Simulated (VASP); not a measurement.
A run of VASP 6.6.1 is set up as follows.

File INCAR:

```
SYSTEM = Sn2TeAs2
ALGO     = Normal         ! electronic algorithm
EDIFF    = 1E-6           ! SCF threshold, eV
ENCUT    = 520            ! plane-wave cutoff, eV
GGA      = PE             ! functional
ISIF     = 2              ! what is computed and relaxed
ISMEAR   = 0              ! smearing method
LASPH    = .TRUE.         ! aspherical terms in the spheres
LCHARG   = .FALSE.        ! write CHGCAR
LREAL    = .FALSE.        ! projectors in reciprocal space
LWAVE    = .FALSE.        ! write WAVECAR
NBANDS   = 30             ! bands
NELM     = 100            ! most SCF steps
PREC     = Accurate       ! precision mode
SIGMA    = 0.1            ! smearing width, eV
```

Contents of KPOINTS:

```
k-points
0
G
  6 6 4
  0 0 0
```

Contents of POSCAR:

```
Sn2TeAs2
1.0
    5.3749740593      0.0000000029      0.0000000000
   -2.6874870322      4.6548640786      0.0000000000
    0.0000000000      0.0000000000      5.8427601061
Sn Te As
2 1 2
Direct
    0.3333333333      0.6666666667      0.0000000000
    0.6666666667      0.3333333333      0.0000000000
    0.0000000000      0.0000000000      0.0000000000
    0.3333333333      0.6666666667      0.5000000000
    0.6666666667      0.3333333333      0.5000000000
```

Potentials or basis: VASP PAW PBE potentials, release 64 (Sn_d, Te, As).

The run is started by

```console
$ cat potpaw_PBE.64/Sn_d/POTCAR potpaw_PBE.64/Te/POTCAR potpaw_PBE.64/As/POTCAR > POTCAR
$ mpirun -np 1 vasp_std > vasp.out
```

Q: What does it give for the band gap on the k mesh?

A: Zero (bands 22 and 23 overlap by 1.51 eV).

Q: Predict the pressure.

A: -0.3 GPa.

Stress tensor (GPa, compression positive):
```
-0.38  0.00  0.00
 0.00 -0.38  0.00
 0.00  0.00 -0.02
```

Caveat: spin-orbit coupling is left out, which moves the levels of the heavy elements.
